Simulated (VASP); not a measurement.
Set up this calculation in VASP 6.6.1, as the native input.

```
Task                   : single point
Functional             : r2SCAN
Potentials or basis    : VASP PAW PBE potentials, release 64 (Te, Pb_d)
Cutoff                 : 550 eV
k mesh                 : 6 × 6 × 6
Occupations            : gaussian, width 0.1 eV
Spin                   : no spin polarisation
Dipole correction      : no
Further INCAR settings : ALGO = Normal; EDIFF = 1e-06; NBANDS = 17
```

The system is TePb.

```
Te Pb
1.0
     0.00000    3.25348    3.25348
     3.25348    0.00000    3.25348
     3.25348    3.25348    0.00000
Te Pb
1 1
Direct
  0.50000 0.50000 0.50000
  0.00000 0.00000 0.00000
```

One way to write it, as run:

POSCAR

```
TePb
1.0
    0.0000000000      3.2534786206      3.2534786206
    3.2534786206      0.0000000000      3.2534786206
    3.2534786206      3.2534786206      0.0000000000
Te Pb
1 1
Direct
    0.5000000000      0.5000000000      0.5000000000
    0.0000000000      0.0000000000      0.0000000000
```

INCAR.step1

```
SYSTEM = TePb
  ALGO = Normal
  EDIFF = 1E-5
  ENCUT = 550
  GGA = PE
  GGA_COMPAT = .FALSE.
  ISMEAR = 0
  LASPH = .TRUE.
  LCHARG = .FALSE.
  LREAL = .FALSE.
  LWAVE = .TRUE.
  NBANDS = 17
  NELM = 120
  PREC = Accurate
  SIGMA = 0.1
```

INCAR.step2

```
SYSTEM = TePb
  ALGO = Normal
  EDIFF = 1E-6
  ENCUT = 550
  GGA_COMPAT = .FALSE.
  ISIF = 2
  ISMEAR = 0
  ISTART = 1
  LASPH = .TRUE.
  LCHARG = .FALSE.
  LMIXTAU = .TRUE.
  LREAL = .FALSE.
  LWAVE = .FALSE.
  METAGGA = R2SCAN
  NBANDS = 17
  NELM = 120
  PREC = Accurate
  SIGMA = 0.1
```

KPOINTS

```
k-points
0
G
  6 6 6
  0 0 0
```

Potentials or basis: VASP PAW PBE potentials, release 64 (Te, Pb_d).

Launch:

```bash
$ cat potpaw_PBE.64/Te/POTCAR potpaw_PBE.64/Pb_d/POTCAR > POTCAR
$ cp INCAR.step1 INCAR
$ mpirun -np 1 vasp_std > vasp.out
$ cp INCAR.step2 INCAR
$ mpirun -np 1 vasp_std > vasp.out
```

It gave:

| Quantity | Value |
| --- | --- |
| Pressure | 0.6 GPa |
| Band gap on the k mesh | 1.07 eV, direct |

Caveat: the PAW data sets were made with another functional, which shifts forces and pressure a little; spin-orbit coupling is left out, which moves the levels of the heavy elements.

Run time: 110 s on 1 thread of Intel Xeon 6975P-C, with other jobs on the host, peak memory 0.22 GiB.
